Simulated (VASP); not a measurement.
Write the native input for VASP 6.6.1 that does the following.

* Task: single point
* Functional: PBEsol
* Potentials or basis: VASP PAW PBE potentials, release 64 (S)
* Cutoff: 520 eV
* k mesh: 18 × 18 × 18
* Occupations: gaussian, width 0.1 eV
* Spin: no spin polarisation
* Dipole correction: no
* Further INCAR settings: ALGO = Normal; EDIFF = 1e-06; NBANDS = 9

The structure of S lies in POSCAR:

```
S
1.0
   -1.5490586650      1.5490586650      1.5490586650
    1.5490586650     -1.5490586650      1.5490586650
    1.5490586650      1.5490586650     -1.5490586650
S
1
Direct
    0.0000000000      0.0000000000      0.0000000000
```

This isn't the form of S at room conditions, which is orthorhombic, of S8 rings.

These files were run (other wordings do the same):

INCAR

```
PREC = Accurate ; ENCUT = 520
EDIFF = 1E-6 ; ISMEAR = 0
SIGMA = 0.1 ; LREAL = False
LASPH = True ; NELM = 100
ALGO = Normal ; ISIF = 2
LWAVE = False ; LCHARG = False
GGA = PS ; NBANDS = 9
```

KPOINTS

```
Automatic mesh
0
Gamma
  18 18 18
```

Potentials or basis: VASP PAW PBE potentials, release 64 (S).

Launch:

```sh
$ cat potpaw_PBE.64/S/POTCAR > POTCAR
$ mpirun -np 1 vasp_std > vasp.out
```

It gave:

- Pressure: 0.1 GPa
- Band gap on the k mesh: zero (bands 3 and 4 overlap by 7.33 eV)

Caveat: the PAW data sets were made with another functional, which shifts forces and pressure a little.

Wall time 16 s on 1 thread of AMD EPYC 7R13 (shared host), peak memory 0.1 GiB.
